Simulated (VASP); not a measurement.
Here is a VASP 6.6.1 calculation.

The input INCAR:

```
PREC = Accurate
ENCUT = 520
EDIFF = 1E-7
ISMEAR = 0
SIGMA = 0.05
LREAL = F
LASPH = T
NELM = 100
ALGO = Normal
ISIF = 2
LWAVE = F
LCHARG = F
NBANDS = 46
```

File KPOINTS:

```
regular mesh
0
Gamma
  8 6 6
```

POSCAR

```
GaN
1.0
   -3.1515767111      0.0000000000      0.0000000000
    0.0000000000      0.0000000000     -5.1382481593
    0.0000000000     -5.4586909876      0.0000000000
Ga N
4 4
Direct
    0.5000000000     -0.0000103293      0.1666672857
    0.0000000000     -0.0000103293      0.6666672857
    0.0000000000      0.4999896707      0.3333327143
    0.5000000000      0.4999896707      0.8333327143
    0.5000000000      0.6278408080      0.1666704732
    0.0000000000      0.6278408080      0.6666704732
    0.0000000000      0.1278408080      0.3333295268
    0.5000000000      0.1278408080      0.8333295268
```

Potentials or basis: VASP PAW LDA potentials, release 64 (Ga_d, N).

Command:

```sh
$ cat potpaw_LDA.64/Ga_d/POTCAR potpaw_LDA.64/N/POTCAR > POTCAR
$ mpirun -np 1 vasp_std > vasp.out
```

**Question.** Estimate the band gap on the k mesh.

**Answer.** 2.12 eV.

**Question.** Predict the largest force.

**Answer.** 0.292 eV/Å.

**Question.** Estimate the pressure.

**Answer.** 1.1 GPa.

Stress tensor (GPa, compression positive):
```
0.20 0.00 0.00
0.00 0.18 0.00
0.00 0.00 2.98
```

Caveat: the cell differs from its parent crystal (mode 11 frozen in at +0.000 Å and mode 13 at -0.018 Å (largest displacements)).
